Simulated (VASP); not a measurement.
Here is a VASP 6.6.1 calculation.

The input INCAR:

```
PREC     = Accurate       # precision mode
ENCUT    = 600            # plane-wave cutoff, eV
EDIFF    = 1E-6           # SCF threshold, eV
ISMEAR   = 0              # smearing method
SIGMA    = 0.2            # smearing width, eV
LREAL    = False          # projectors in reciprocal space
LASPH    = True           # aspherical terms in the spheres
NELM     = 100            # most SCF steps
ALGO     = Normal         # electronic algorithm
ISIF     = 3              # what is computed and relaxed
LWAVE    = False          # write WAVECAR
LCHARG   = False          # write CHGCAR
GGA      = PE             # functional
IBRION   = 2              # ionic algorithm
NSW      = 36             # ionic steps
EDIFFG   = -0.08          # ionic threshold
```

KPOINTS

```
regular mesh
0
Gamma
  5 5 1
```

File POSCAR:

```
La2O
1.0
    3.8000000000      0.0000000000      0.0000000000
   -1.9000000000      3.2908965300      0.0000000000
    0.0000000000      0.0000000000     17.0000000000
La O
6 3
Direct
    0.3333333300      0.6666666700      0.0880000000
    0.6666666700      0.3333333300      0.2700000000
    0.6666666700      0.3333333300      0.9120000000
    0.3333333300      0.6666666700      0.7300000000
    0.3333333300      0.6666666700      0.4230000000
    0.6666666700      0.3333333300      0.5770000000
    0.6666666700      0.3333333300      0.1280000000
    0.3333333300      0.6666666700      0.8720000000
    0.0000000000      0.0000000000      0.0000000000
```

Potentials or basis: VASP PAW PBE potentials, release 64 (La, O).

The run is started by

```bash
$ cat potpaw_PBE.64/La/POTCAR potpaw_PBE.64/O/POTCAR > POTCAR
$ mpirun -np 1 vasp_std > vasp.out
```

Estimate the relaxed cell.

a = 3.853 Å, b = 3.853 Å, c = 18.612 Å, α = 90.00°, β = 90.00°, γ = 120.00°.

What does it give for the band gap on the k mesh?

Zero (bands 42 and 43 overlap by 0.76 eV).

Estimate the space group after relaxing (to 0.1 Å).

P-3m1 (No. 164).

Estimate the relaxed volume.

26.59 Å³/atom.

Final structure:
```xyz
9
Lattice="3.8532 0.0000 0.0000 -1.9266 3.3369 0.0000 0.0000 0.0000 18.6120" Properties=species:S:1:pos:R:3 pbc="T T T"
La    0.0000    2.2246    1.4917
La    1.9266    1.1123    4.7536
La    1.9266    1.1123   17.1203
La    0.0000    2.2246   13.8584
La    0.0000    2.2246    7.9484
La    1.9266    1.1123   10.6636
O     1.9266    1.1123    2.4411
O     0.0000    2.2246   16.1709
O     0.0000    0.0000    0.0000
```

Caveat: the k points lie up to 0.38 Å⁻¹ apart in the final cell, too coarse for converged energies and pressures of a metal; spin-orbit coupling is left out, which moves the levels of the heavy elements.
